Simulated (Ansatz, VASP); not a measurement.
# ZnS: VASP beside Ansatz

The input INCAR:

```
PREC = Accurate ; ENCUT = 520
EDIFF = 1E-6 ; ISMEAR = 0
SIGMA = 0.05 ; LREAL = False
LASPH = True ; NELM = 60
ALGO = Normal ; ISIF = 2
LWAVE = False ; LCHARG = False
GGA = PS ; NBANDS = 16
```

Contents of KPOINTS:

```
regular mesh
0
Gamma
  10 10 10
```

File POSCAR:

```
ZnS
1.0
   -0.0535651815      2.6782590749      2.6782590749
    2.6246938934      0.0000000000      2.6246938934
    2.6782590749      2.6782590749     -0.0535651815
Zn S
1 1
Direct
    0.0000000000      0.0000000000      0.0000000000
    0.7500000000      0.7500000000      0.7500000000
```

Input for Ansatz:

```yaml
crystal:
  lattice:
    - [-0.0535651815, 2.6782590749, 2.6782590749]
    - [2.6246938934, 0.0, 2.6246938934]
    - [2.6782590749, 2.6782590749, -0.0535651815]
  atoms:
    - { symbol: Zn, position: [0.0, 0.0, 0.0] }
    - { symbol: S, position: [0.75, 0.75, 0.75] }
basis:
  ecutwfc: 420
kpoints:
  mp_grid: { grid: [10, 10, 10] }
hamiltonian:
  xc: pbesol
scf:
  occupations: { method: gaussian, width: 0.05 }
output:
  forces: true
  stress: true
  eigenvalues: true
```

Change from the starting cell: strain -0.0400 x Voigt [0, 0, 0, 0, 1, 0], atoms carried along.

Alike in both runs: task single point; functional PBEsol; k mesh 10 × 10 × 10; occupations gaussian, width 0.05 eV; no spin polarisation.

|  | VASP | Ansatz |
| --- | --- | --- |
| version | VASP 6.6.1 | Ansatz 0.2.0 |
| potentials or method | VASP PAW PBE potentials, release 64 (Zn, S), cutoff 520 eV | scalar-relativistic, plane waves, PAW |
| valence electrons in the cell | 18 | 18 |

VASP gave:

- gap on the k mesh at the Fermi level (eV): 2.00
- least direct gap on the mesh (eV): 2.00
- pressure (GPa): 0.4
- traceless stress, the component that is largest in VASP (GPa): 2.97
- rms of the force components (eV/Å): 0.143

Q: What did Ansatz give for the same quantities?

A: gap on the k mesh at the Fermi level (eV): 1.99; least direct gap on the mesh (eV): 1.99; pressure (GPa): 0.2; traceless stress, the component that is largest in VASP (GPa): 2.95; rms of the force components (eV/Å): 0.142.

VASP's potentials were made for PBE, not for PBEsol. Atom by atom the forces differ by 0.002 eV/Å (rms over components).
